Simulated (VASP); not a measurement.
The system is ZnCu.

```xyz
2
Lattice="2.9450 0.0000 0.0000 0.0000 2.9450 0.0000 0.0000 0.0000 2.9450" Properties=species:S:1:pos:R:3 pbc="T T T"
Zn    1.4725    1.4725    1.4725
Cu    0.0000    0.0000    0.0000
```

| Property | Result |
| --- | --- |
| Program | VASP 6.6.1 |
| Task | relaxation of cell and atoms |
| Functional | r2SCAN |
| Potentials or basis | VASP PAW PBE potentials, release 64 (Zn, Cu) |
| Cutoff | 600 eV |
| k mesh | 14 × 14 × 14 |
| Occupations | gaussian, width 0.1 eV |
| Spin | no spin polarisation |

At the start: pressure -2.8 GPa; volume 12.77 Å³/atom.

**Question.** How do energy, volume and symmetry change on relaxing?

**Answer.** Over 4 steps the energy falls by 2.8 meV/atom and the volume is 12.48 Å³/atom (-2.2 %); space group Pm-3m (No. 221, to 0.05 Å).

The path:
```csv
step,energy change (eV),largest force (eV/Å),pressure (GPa),volume (Å³)
1,0.0000,0.0000,-2.79,25.54
2,-0.0047,0.0000,1.18,24.73
3,-0.0055,0.0000,0.14,24.94
4,-0.0055,0.0000,-0.02,24.97
```

Final structure:
```
Zn Cu
1.0
     2.92278    0.00000    0.00000
     0.00000    2.92278    0.00000
     0.00000    0.00000    2.92278
Zn Cu
1 1
Direct
  0.50000 0.50000 0.50000
  0.00000 0.00000 0.00000
```

Caveat: the PAW data sets were made with another functional, which shifts forces and pressure a little.
